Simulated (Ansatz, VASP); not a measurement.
# Au: VASP beside Ansatz

```
Au
1.0
     2.13826    0.00000    0.00000
     0.00000    2.13826    0.00000
     0.00000    0.00000    2.13826
Au
1
Direct
  0.00000 0.00000 0.00000
```

Change from the starting cell: volume scaled by 0.5, LAPW.

Alike in both runs: task single point; functional PBEsol; k mesh 14 × 14 × 14; occupations fermi-dirac, width 0.08 eV; no spin polarisation.

|  | VASP | Ansatz |
| --- | --- | --- |
| version | VASP 6.6.1 | Ansatz 0.2.0 |
| potentials or method | VASP PAW PBE potentials, release 64 (Au), cutoff 520 eV | all-electron LAPW, scalar-relativistic |

Ansatz gave:

```
pressure (GPa) : 594.6
```

What did VASP give for the same quantities?

Pressure (GPa): 592.2.

VASP's potentials were made for PBE, not for PBEsol. Both programs put the cell under a high pressure, so it lies far from rest at this level. Ansatz ran all-electron here, and VASP with PAW potentials.

Neither program's run includes spin-orbit coupling. Noted on VASP's run: the cell as given lies far from equilibrium.
